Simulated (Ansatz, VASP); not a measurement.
## Two plane-wave programs on BaTiO3

INCAR

```
SYSTEM = BaTiO3
PREC = Accurate ; ENCUT = 520
EDIFF = 1E-7 ; ISMEAR = 0
SIGMA = 0.05 ; LREAL = .FALSE.
LASPH = .TRUE. ; NELM = 100
ALGO = Normal ; ISIF = 2
LWAVE = .FALSE. ; LCHARG = .TRUE.
GGA = PE ; LELF = .TRUE.
LVHAR = .TRUE. ; NBANDS = 28
```

The input KPOINTS:

```
regular mesh
0
G
  6 6 6
  0 0 0
```

File POSCAR:

```
BaTiO3
1.0
    2.9489628118      1.6529946342      2.3563003940
   -2.9489628118      1.6529946342      2.3563003940
    0.0000000000     -3.3059892684      2.3563003940
Ba Ti O
1 1 3
Direct
    0.0049545205      0.0049545205      0.0049545205
    0.5191875227      0.5191875227      0.5191875227
    0.4883938465      0.4883938465      0.9777702638
    0.4883938465      0.9777702638      0.4883938465
    0.9777702638      0.4883938465      0.4883938465
```

Input for Ansatz:

```yaml
crystal:
  lattice:
    - [2.9489628118, 1.6529946342, 2.356300394]
    - [-2.9489628118, 1.6529946342, 2.356300394]
    - [0.0, -3.3059892684, 2.356300394]
  atoms:
    - { symbol: Ba, position: [0.0049545205, 0.0049545205, 0.0049545205] }
    - { symbol: Ti, position: [0.5191875227, 0.5191875227, 0.5191875227] }
    - { symbol: O, position: [0.4883938465, 0.4883938465, 0.9777702638] }
    - { symbol: O, position: [0.4883938465, 0.9777702638, 0.4883938465] }
    - { symbol: O, position: [0.9777702638, 0.4883938465, 0.4883938465] }
basis:
  ecutwfc: 420
kpoints:
  mp_grid: { grid: [6, 6, 6] }
hamiltonian:
  xc: pbe
scf:
  occupations: { method: gaussian, width: 0.05 }
output:
  forces: true
  stress: true
  eigenvalues: true
```

Change from the starting cell: strain +0.0300 x Voigt [1, 0, 0, 0, 0, 0], atoms carried along.

Alike in both runs: task single point; functional PBE; k mesh 6 × 6 × 6; occupations gaussian, width 0.05 eV; no spin polarisation.

```csv
,VASP,Ansatz
version,VASP 6.6.1,Ansatz 0.2.0
potentials or method,"VASP PAW PBE potentials, release 64 (Ba_sv, Ti_sv, O), cutoff 520 eV","scalar-relativistic, plane waves, PAW"
valence electrons in the cell,40,40
```

|  | VASP | Ansatz | Ansatz less VASP |
| --- | --- | --- | --- |
| gap on the k mesh at the Fermi level (eV) | 2.43 | 2.47 | +0.037 |
| least direct gap on the mesh (eV) | 2.97 | 2.98 | +0.009 |
| pressure (GPa) | -2.9 | -4.3 | -1.42 |
| traceless stress, the component that is largest in VASP (GPa) | -3.99 | -3.91 | +0.072 |
| rms of the force components (eV/Å) | 0.134 | 0.158 | +0.0241 |

Atom by atom the forces differ by 0.034 eV/Å (rms over components). With one functional, cell and mesh, what is left measures potentials, basis and numerics.

Spin-orbit coupling is off throughout.
